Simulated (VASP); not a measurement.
Wanted: the native input for a VASP 6.6.1 run.

* Task: single point
* Functional: LDA
* Potentials or basis: VASP PAW LDA potentials, release 64 (As)
* Cutoff: 520 eV
* k mesh: 9 × 9 × 1
* Occupations: gaussian, width 0.02 eV
* Spin: no spin polarisation
* Dipole correction: yes
* Further INCAR settings: ALGO = Normal; EDIFF = 1e-06; NBANDS = 12

The structure of As lies in POSCAR:

```
As
1.0
    3.6330000000      0.0000000000      0.0000000000
   -1.8165000000      3.1462702920      0.0000000000
    0.0000000000      0.0000000000     28.0000000000
As
2
Direct
    0.3333333333      0.6666666667      0.5370000000
    0.6666666667      0.3333333333      0.4630000000
```

One way to write it, as run:

INCAR

```
SYSTEM = As
  ALGO = Normal
  DIPOL = 0.5 0.5 0.500
  EDIFF = 1E-6
  ENCUT = 520
  GGA = CA
  IDIPOL = 3
  ISIF = 2
  ISMEAR = 0
  LASPH = .TRUE.
  LCHARG = .FALSE.
  LDIPOL = .TRUE.
  LREAL = .FALSE.
  LWAVE = .FALSE.
  NBANDS = 12
  NELM = 80
  PREC = Accurate
  SIGMA = 0.02
```

KPOINTS

```
k-points
0
G
  9 9 1
  0 0 0
```

Potentials or basis: VASP PAW LDA potentials, release 64 (As).

The run is started by

```bash
$ cat potpaw_LDA.64/As/POTCAR > POTCAR
$ mpirun -np 1 vasp_std > vasp.out
```

It gave:

| Quantity | Value |
| --- | --- |
| Largest force | 3.599 eV/Å |
| Band gap on the k mesh | zero (band 5 reaches -2.27 eV, above the bottom of band 6 at -3.53 eV) |

Wall time 90 s on 1 thread of Intel(R) Xeon(R) Platinum 8375C CPU @ 2.90GHz (Ice Lake), on a shared host, peak memory 0.3 GiB.
